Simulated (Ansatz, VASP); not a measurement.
InSbO in VASP and in Ansatz

The input INCAR:

```
PREC = Accurate ; ENCUT = 600
EDIFF = 1E-6 ; ISMEAR = 0
SIGMA = 0.1 ; LREAL = F
LASPH = T ; NELM = 100
ALGO = Fast ; ISIF = 3
LWAVE = F ; LCHARG = F
GGA = PE ; IBRION = 2
NSW = 90 ; EDIFFG = -0.04
```

Contents of KPOINTS:

```
regular mesh
0
Gamma
  6 6 4
```

The input POSCAR:

```
InSbO
1.0
    4.3353920400      0.0000000000      0.0000000000
   -2.1676960200      3.7545596400      0.0000000000
    0.0000000000      0.0000000000      4.3691201800
In Sb O
1 1 1
Direct
    0.0000000000      0.0000000000      0.0000000000
    0.3333333300      0.6666666700      0.5000000000
    0.6666666700      0.3333333300      0.5000000000
```

Input for Ansatz:

```yaml
crystal:
  lattice:
    - [4.33539204, 0.0, 0.0]
    - [-2.16769602, 3.75455964, 0.0]
    - [0.0, 0.0, 4.36912018]
  atoms:
    - { symbol: In, position: [0.0, 0.0, 0.0] }
    - { symbol: Sb, position: [0.33333333, 0.66666667, 0.5] }
    - { symbol: O, position: [0.66666667, 0.33333333, 0.5] }
basis:
  ecutwfc: 420
kpoints:
  mp_grid: { grid: [6, 6, 4] }
hamiltonian:
  xc: pbe
scf:
  occupations: { method: gaussian, width: 0.1 }
  lower_state_search: "off"
output:
  forces: true
  stress: true
  eigenvalues: true
relax:
  adjacent_minimum: "off"
  f_tol: 0.04
  max_steps: 70
  cell: { stress_tol: 0.4 }
```

Change from the starting cell: species swapped into the NdAlSi type (P-6m2, No. 187).

Alike in both runs: task relaxation of cell and atoms; functional PBE; k mesh 6 × 6 × 4; occupations gaussian, width 0.1 eV; no spin polarisation.

```csv
,VASP,Ansatz
version,VASP 6.6.1,Ansatz 0.2.0
potentials or method,"VASP PAW PBE potentials, release 64 (In_d, Sb, O), cutoff 600 eV","scalar-relativistic, plane waves, PAW"
valence electrons in the cell,24,34
```

```tsv
	VASP	Ansatz	Ansatz less VASP
gap on the k mesh at the Fermi level, each at its own relaxed structure (eV)	none	none	-
relaxed volume (Å³/atom)	23.14	23.57	+0.428
relaxed length of the cell vector where the two differ most in proportion (Å)	5.368	5.478	+0.1100
```

A gap of «none» marks a metal or a gap that the smearing closes. VASP's potentials hold 24 valence electrons a cell and Ansatz's 34, so a difference there can come from the potentials and not from the codes.

Spin-orbit coupling is off throughout.
